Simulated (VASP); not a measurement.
# Ga5As3P2 (I-4m2) in VASP: single point with PBE

Aim: the single point of Ga5As3P2 with PBE.

All numbers are computed with VASP 6.6.1; they aren't measurements. Logs are shortened: lines on timing, memory, paths and dates and some standing lists are left out, and cuts for length are marked.

## 1. The cell of the first run

It takes space group I-4m2 (No. 119, tetragonal). Conventional cell: a = 3.991 Å, b = 3.991 Å, c = 28.274 Å, α = 90.00°, β = 90.00°, γ = 90.00°. Within 3.2 Å of Ga (site symmetry 2mm) lie 2 P at 2.41 Å and 2 As at 2.47 Å. Ga (site symmetry -4m2) has 4 As at 2.47 Å within 3.3 Å. Within 3.2 Å of Ga (site symmetry 2mm) lie 2 P at 2.41 Å and 2 As at 2.47 Å. P (site symmetry 2mm) has 4 Ga at 2.41 Å within 3.2 Å. As (site symmetry 2mm) has 4 Ga at 2.47 Å within 3.3 Å. Within 3.3 Å of As (site symmetry -4m2) lie 4 Ga at 2.47 Å.

## 2. Single point, PBE

Contents of INCAR:

```
  PREC = Accurate
  ENCUT = 520
  EDIFF = 1E-6
  ISMEAR = 0
  SIGMA = 0.1
  LREAL = F
  LASPH = T
  NELM = 60
  ALGO = Normal
  ISIF = 2
  LWAVE = F
  LCHARG = F
  GGA = PE
  NBANDS = 56
```

Contents of KPOINTS:

```
Automatic mesh
0
Gamma
  4 4 4
```

Contents of POSCAR:

```
Ga5As3P2
1.0
    0.0000000000     -3.9912614000      0.0000000000
    3.9912614000      0.0000000000      0.0000000000
   -1.9956307000      1.9956307000     14.1369780000
Ga P As
5 2 3
Direct
    0.6029580000      0.6029580000      0.2059160000
    0.0000000000      0.0000000000      0.0000000000
    0.3970420000      0.3970420000      0.7940840000
    0.8014110000      0.8014110000      0.6028220000
    0.1985890000      0.1985890000      0.3971780000
    0.3492300000      0.8492300000      0.6984600000
    0.1507700000      0.6507700000      0.3015400000
    0.9485460000      0.4485460000      0.8970920000
    0.7500000000      0.2500000000      0.5000000000
    0.5514540000      0.0514540000      0.1029080000
```

Potentials or basis: VASP PAW PBE potentials, release 64 (Ga_d, P, As).

Started as:

```bash
cat potpaw_PBE.64/Ga_d/POTCAR potpaw_PBE.64/P/POTCAR potpaw_PBE.64/As/POTCAR > POTCAR
mpirun -np 1 vasp_std > vasp.out
```

OUTCAR:

```text
PREC = Accurate
   ENCUT = 520
   EDIFF = 1E-6
   ISMEAR = 0
   LREAL = F
   LASPH = T
   NELM = 60
   ISIF = 2
   GGA = PE

 ion  position               nearest neighbor table
   1  0.603  0.603  0.206-   7 2.41   7 2.41  10 2.47  10 2.47
   2  0.000  0.000  0.000-  10 2.47   8 2.47  10 2.47   8 2.47
   3  0.397  0.397  0.794-   6 2.41   6 2.41   8 2.47   8 2.47
   4  0.801  0.801  0.603-   6 2.41   6 2.41   9 2.47   9 2.47
   5  0.199  0.199  0.397-   7 2.41   7 2.41   9 2.47   9 2.47
   6  0.349  0.849  0.698-   3 2.41   3 2.41   4 2.41   4 2.41
   7  0.151  0.651  0.302-   1 2.41   1 2.41   5 2.41   5 2.41
   8  0.949  0.449  0.897-   2 2.47   2 2.47   3 2.47   3 2.47
   9  0.750  0.250  0.500-   4 2.47   5 2.47   5 2.47   4 2.47
  10  0.551  0.051  0.103-   2 2.47   2 2.47   1 2.47   1 2.47

  LATTYP: Found a body centered tetragonal cell.
 ALAT       =     3.9912614000
 C/A-ratio  =     7.0839649841

  Lattice vectors:

 A1 = (  -1.9956307000,  -1.9956307000, -14.1369780000)
 A2 = (   1.9956307000,   1.9956307000, -14.1369780000)
 A3 = (   1.9956307000,  -1.9956307000,  14.1369780000)

Analysis of symmetry for initial positions (statically):
=====================================================================
 Subroutine PRICEL returns:
 Original cell was already a primitive cell.

 Routine SETGRP: Setting up the symmetry group for a
 body centered tetragonal supercell.

 Subroutine GETGRP returns: Found  8 space group operations
 (whereof  8 operations were pure point group operations)
 out of a pool of 16 trial point group operations.

The static configuration has the point symmetry D_2d.

Analysis of symmetry for dynamics (positions and initial velocities):
=====================================================================
 Subroutine PRICEL returns:
 Original cell was already a primitive cell.

 Routine SETGRP: Setting up the symmetry group for a
 body centered tetragonal supercell.

 Subroutine GETGRP returns: Found  8 space group operations
 (whereof  8 operations were pure point group operations)
 out of a pool of 16 trial point group operations.

The dynamic configuration has the point symmetry D_2d.

 Subroutine INISYM returns: Found  8 space group operations
 (whereof  8 operations are pure point group operations),
 and found     1 'primitive' translations

----------------------------------------------------------------------------------------

                                     Primitive cell

  volume of cell :     225.2044

  direct lattice vectors                    reciprocal lattice vectors
     0.000000000 -3.991261400  0.000000000     0.000000000 -0.250547358  0.035368238
     3.991261400  0.000000000  0.000000000     0.250547358  0.000000000  0.035368238
    -1.995630700  1.995630700 14.136978000     0.000000000  0.000000000  0.070736476

  length of vectors
     3.991261400  3.991261400 14.415936694     0.253031403  0.253031403  0.070736476

  position of ions in fractional coordinates (direct lattice)
     0.602958000  0.602958000  0.205916000
     0.000000000  0.000000000  0.000000000
     0.397042000  0.397042000  0.794084000
     0.801411000  0.801411000  0.602822000
     0.198589000  0.198589000  0.397178000
     0.349230000  0.849230000  0.698460000
     0.150770000  0.650770000  0.301540000
     0.948546000  0.448546000  0.897092000
     0.750000000  0.250000000  0.500000000
     0.551454000  0.051454000  0.102908000

  ion indices of the primitive-cell ions
   primitive index   ion index
                 1           1
                 2           2
                 3           3
                 4           4
                 5           5
                 6           6
                 7           7
                 8           8
                 9           9
                10          10

----------------------------------------------------------------------------------------

 KPOINTS: Automatic mesh

Automatic generation of k-mesh.
 Grid dimensions read from file:
 generate k-points for:    4    4    4

 Generating k-lattice:

  Cartesian coordinates                     Fractional coordinates (reciprocal lattice)
     0.000000000 -0.062636840  0.008842059     0.250000000  0.000000000  0.000000000
     0.062636840  0.000000000  0.008842059     0.000000000  0.250000000  0.000000000
     0.000000000  0.000000000  0.017684119     0.000000000  0.000000000  0.250000000

  Length of vectors
     0.063257851  0.063257851  0.017684119

  Shift w.r.t. Gamma in fractional coordinates (k-lattice)
     0.000000000  0.000000000  0.000000000

 Subroutine IBZKPT returns following result:
 ===========================================

 Found     13 irreducible k-points:

 Following reciprocal coordinates:
            Coordinates               Weight
  0.000000  0.000000  0.000000      1.000000
  0.250000  0.000000  0.000000      8.000000
  0.500000  0.000000  0.000000      4.000000
  0.250000  0.250000  0.000000      8.000000
  0.500000  0.250000  0.000000     16.000000
 -0.250000  0.250000  0.000000      4.000000
  0.500000  0.500000  0.000000      2.000000
  0.000000  0.000000  0.250000      2.000000
  0.250000  0.000000  0.250000      8.000000
  0.500000  0.000000  0.250000      4.000000
  0.250000  0.250000  0.250000      4.000000
  0.500000  0.500000  0.250000      2.000000
  0.000000  0.000000  0.500000      1.000000
   k-points           NKPTS =     13   k-points in BZ     NKDIM =     13   number of bands    NBANDS=     56
   number of dos      NEDOS =    301   number of ions     NIONS =     10
   total plane-waves  NPLWV =  97200
   dimension x,y,z NGX =    30 NGY =   30 NGZ =  108
   dimension x,y,z NGXF=    60 NGYF=   60 NGZF=  216
   ions per type =               5   2   3
   NGX,Y,Z   is equivalent  to a cutoff of  12.50, 12.50, 12.45 a.u.
   NGXF,Y,Z  is equivalent  to a cutoff of  24.99, 24.99, 24.91 a.u.
 SYSTEM =  unknown system
   PREC   = accura    normal or accurate (medium, high low for compatibility)
   ISTART =      0    job   : 0-new  1-cont  2-samecut
   ICHARG =      2    charge: 1-file 2-atom 10-const
   ISPIN  =      1    spin polarized calculation?
   LNONCOLLINEAR =      F non collinear calculations
   LSORBIT =      F    spin-orbit coupling
   LASPH  =      T    aspherical Exc in radial PAW
   ENCUT  =  520.0 eV  38.22 Ry    6.18 a.u.   7.42  7.42 26.80*2*pi/ulx,y,z
   NELM   =     60;   NELMIN=  2; NELMDL= -5     # of ELM steps
   EDIFF  = 0.1E-05   stopping-criterion for ELM
   LREAL  =      F    real-space projection
   EDIFFG = 0.1E-04   stopping-criterion for IOM
   NSW    =      0    number of steps for IOM
   IBRION =     -1    ionic relax: 0-MD 1-quasi-New 2-CG
   NFREE  =      0    steps in history (QN), initial steepest desc. (CG)
   ISIF   =      2    stress and relaxation
   ISYM   =      2    0-nonsym 1-usesym 2-fastsym
   POTIM  = 0.5000    time-step for ionic-motion
   TEBEG  =    0.0;   TEEND  =   0.0 temperature during run
   PSTRESS=    0.0 pullay stress
   NELECT =      90.0000    total number of electrons
   NUPDOWN=      -1.0000    fix difference up-down
   EMIN   =  10.00;   EMAX   =-10.00  energy-range for DOS
   EFERMI =   0.00;   METHOD = LEGACY
   ISMEAR =     0;   SIGMA  =   0.10  broadening in eV -4-tet -1-fermi 0-gaus
   EFERMI_NEDOS =   21; number of points for ismear=-14 and -15
   IALGO  =     38    algorithm
   IMIX   =      4    mixing-type and parameters
     AMIX     =   0.40;   BMIX     =  1.00
     AMIX_MAG =   1.60;   BMIX_MAG =  1.00
  volume/ion in A,a.u.               =      22.52       151.98
  Fermi-wavevector in a.u.,A,eV,Ry     =   1.205859  2.278744 19.784191  1.454097
  Thomas-Fermi vector in A             =   2.341544
   LORBIT       =      0    0 simple, 1 ext, 2 COOP (PROOUT), +10 PAW based schemes
   GGA     = PE    functional components
   LHFCALC =     F    Hartree Fock is set to
   AEXX    =    0.0000 exact exchange contribution
   IVDW    =     0    specifies the selected vdW correction
   LEPSILON=     F    determine dielectric tensor
   LRPA    =     F    only Hartree local field effects (RPA)
 non-spin polarized calculation
 Gauss-broadening in eV      SIGMA  =   0.10
  energy-cutoff  :      520.00
  volume of cell :      225.20
 maximum number of plane-waves:      6140
 NGX is ok and might be reduce to    30
   NGX = 15   NGY = 15   NGZ = 53

 number of electron      89.9999951 magnetization

 Free energy of the ion-electron system (eV)
  ---------------------------------------------------
  ext. energy  EPLUGINS =         0.00000000
  ---------------------------------------------------
  free energy    TOTEN  =       -42.73734217 eV

  energy without entropy =      -42.73734213  energy(sigma->0) =      -42.73734215

 E-fermi :   4.2112     XC(G=0):  -9.4971

 val. band max:        3.8754742447   @ k =   0.0000   0.0000   0.0000
 cond. band min:       4.5366799394   @ k =   0.0000   0.0000   0.0000
 fundamental gap:      0.6612056948
 Fermi energy:         4.2111536291

 k-point     1 :       0.0000    0.0000    0.0000
  band No.  band energies     occupation
      1     -10.9203      2.00000
      2     -10.9085      2.00000
      3     -10.8661      2.00000
      4     -10.8565      2.00000
      5     -10.8329      2.00000
      6     -10.8329      2.00000
[... 48 lines left out ...]
     55       7.6157      0.00000
     56       7.6221      0.00000

 k-point     2 :       0.2500    0.0000    0.0000
  band No.  band energies     occupation
      1     -10.9118      2.00000
      2     -10.9004      2.00000
      3     -10.8794      2.00000
      4     -10.8683      2.00000
      5     -10.8537      2.00000
      6     -10.8265      2.00000
[... 48 lines left out ...]
     55       8.3705      0.00000
     56       8.6397      0.00000
[... 588 lines left out ...]
     55       8.5258      0.00000
     56       9.3829      0.00000

 k-point    13 :       0.0000    0.0000    0.5000
  band No.  band energies     occupation
      1     -10.9233      2.00000
      2     -10.8988      2.00000
      3     -10.8833      2.00000
      4     -10.8411      2.00000
      5     -10.8319      2.00000
      6     -10.8319      2.00000
[... 48 lines left out ...]
     55       7.3207      0.00000
     56       8.2136      0.00000

------------------------ aborting loop because EDIFF is reached ----------------------------------------

  FORCE on cell =-STRESS in cart. coord.  units (eV):
  Direction    XX          YY          ZZ          XY          YZ          ZX
  --------------------------------------------------------------------------------------
  -------------------------------------------------------------------------------------
  Total        0.8864525      0.8864525     -0.7107598      0.0000000     -0.0000000      0.0000000
  in kB        6.3065104      6.3065104     -5.0565756      0.0000000     -0.0000000      0.0000000
  external PRESSURE =       2.5188151 kB  Pullay stress =       0.0000000 kB

 VOLUME and BASIS-vectors are now :
 -----------------------------------------------------------------------------
  energy-cutoff  :      520.00
  volume of cell :      225.20
      direct lattice vectors                 reciprocal lattice vectors
     0.000000000 -3.991261400  0.000000000     0.000000000 -0.250547358  0.035368238
     3.991261400  0.000000000  0.000000000     0.250547358  0.000000000  0.035368238
    -1.995630700  1.995630700 14.136978000     0.000000000  0.000000000  0.070736476

 POSITION                                       TOTAL-FORCE (eV/Angst)
 -----------------------------------------------------------------------------------
      1.99563     -1.99563      2.91103         0.000000     -0.000000      0.007780
      0.00000      0.00000      0.00000         0.000000      0.000000      0.000000
      0.00000      0.00000     11.22595        -0.000000      0.000000     -0.007780
      1.99563     -1.99563      8.52208        -0.000000      0.000000      0.012353
      0.00000      0.00000      5.61490         0.000000     -0.000000     -0.012353
      1.99563      0.00000      9.87411         0.000000      0.000000     -0.000772
      1.99563      0.00000      4.26286         0.000000      0.000000      0.000772
      0.00000     -1.99563     12.68217         0.000000      0.000000     -0.004209
      0.00000     -1.99563      7.06849         0.000000      0.000000      0.000000
      0.00000     -1.99563      1.45481         0.000000      0.000000      0.004209
 -----------------------------------------------------------------------------------
    total drift:                               -0.000008     -0.000008     -0.000000

  FREE ENERGIE OF THE ION-ELECTRON SYSTEM (eV)
  ---------------------------------------------------
  free  energy   TOTEN  =       -42.7373421713 eV

  energy  without entropy=      -42.7373421266  energy(sigma->0) =      -42.73734215
```

Wall time 3.3 min (1 thread of Intel Xeon Platinum 8488C (Sapphire Rapids), shared host); peak memory 0.36 GiB.

Results:

```
Free energy            : -42.7373 eV
Pressure               : 0.3 GPa
Largest force          : 0.012 eV/Å
Band gap on the k mesh : 0.66 eV
```

Forces on the atoms (eV/Å):
```
Ga   0.000  0.000  0.008
Ga   0.000  0.000  0.000
Ga   0.000  0.000 -0.008
Ga   0.000  0.000  0.012
Ga   0.000  0.000 -0.012
P    0.000  0.000 -0.001
P    0.000  0.000  0.001
As   0.000  0.000 -0.004
As   0.000  0.000  0.000
As   0.000  0.000  0.004
```

A k mesh can miss the band edges.
